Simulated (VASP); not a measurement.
**W: single point with PBEsol**

The system is W.

```
CELL_PARAMETERS angstrom
0.00000 2.03000 2.03000
2.03000 0.00000 2.03000
2.03000 2.03000 0.00000
ATOMIC_POSITIONS crystal
W 0.00000 0.00000 0.00000
```

* Program: VASP 6.6.1
* Task: single point
* Functional: PBEsol
* Potentials or basis: VASP PAW PBE potentials, release 64 (W_sv)
* Cutoff: 520 eV
* k mesh: 12 × 12 × 12
* Occupations: gaussian, width 0.05 eV
* Spin: no spin polarisation

```json
{
  "Pressure": "-12.6 GPa",
  "Band gap on the k mesh": "zero (band 7 reaches 13.02 eV, above the bottom of band 8 at 9.52 eV)"
}
```

Levels at points of the mesh, in eV from the Fermi level:
```tsv
k point	band 3	band 4	band 5	band 6	band 7	band 8	band 9	band 10	band 11	band 12
(0.00, 0.00, 0.00)	-37.32	-37.32	-8.92	-0.55	-0.55	-0.55	2.48	2.48	12.79	17.87
(0.50, 0.00, 0.00)	-37.47	-37.47	-5.52	-0.77	-0.77	0.58	4.91	4.91	9.98	12.40
(0.50, 0.50, 0.00)	-37.72	-37.72	-5.38	-4.41	2.95	4.86	5.62	5.62	11.56	11.56
```

Wall time 16 s on 1 thread of Intel Xeon 6975P-C, on a shared host, peak memory 0.15 GiB.

Caveat: the PAW data sets were made with another functional, which shifts forces and pressure a little; spin-orbit coupling is left out, which moves the levels of the heavy elements.
